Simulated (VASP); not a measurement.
Set up this calculation in VASP 6.6.1, as the native input.

* Task: single point
* Functional: PBE
* Potentials or basis: VASP PAW PBE potentials, release 64 (Co)
* Cutoff: 520 eV
* k mesh: 11 × 11 × 11
* Occupations: fermi-dirac, width 0.1 eV
* Spin: collinear spin, zero start
* Starting moments: [0.0] μB
* Fixed moment: 0 μB
* Dipole correction: no
* Further INCAR settings: ALGO = Normal; EDIFF = 1e-07; NBANDS = 14

The structure of Co lies in POSCAR:

```
Co
1.0
    0.0000000000      1.8140000000      1.8140000000
    1.8140000000      0.0000000000      1.8140000000
    1.8140000000      1.8140000000      0.0000000000
Co
1
Direct
    0.0000000000      0.0000000000      0.0000000000
```

These files were run (other wordings do the same):

INCAR

```
  ALGO = Normal
  EDIFF = 1E-7
  ENCUT = 520
  GGA = PE
  ISIF = 2
  ISMEAR = -1
  ISPIN = 2
  LASPH = True
  LCHARG = True
  LELF = True
  LMAXMIX = 4
  LORBIT = 11
  LREAL = False
  LVHAR = True
  LWAVE = False
  MAGMOM = 0
  NBANDS = 14
  NELM = 150
  NUPDOWN = 0.0
  PREC = Accurate
  SIGMA = 0.1
```

KPOINTS

```
k-points
0
Gamma
  11 11 11
```

Potentials or basis: VASP PAW PBE potentials, release 64 (Co).

Launch:

```console
$ cat potpaw_PBE.64/Co/POTCAR > POTCAR
$ mpirun -np 1 vasp_std > vasp.out
```

It gave:

```yaml
Pressure: -25.5 GPa
Net_moment: 0.00 μB per cell
Valence_electrons_inside_the_program's_atomic_spheres: Co 8.11
```

Caveat: the total moment is fixed, so each spin has its own Fermi level.

Wall time 31 s on 1 thread of Intel(R) Xeon(R) Platinum 8259CL CPU @ 2.50GHz (Skylake/Cascade Lake), on a shared host, peak memory 0.14 GiB.
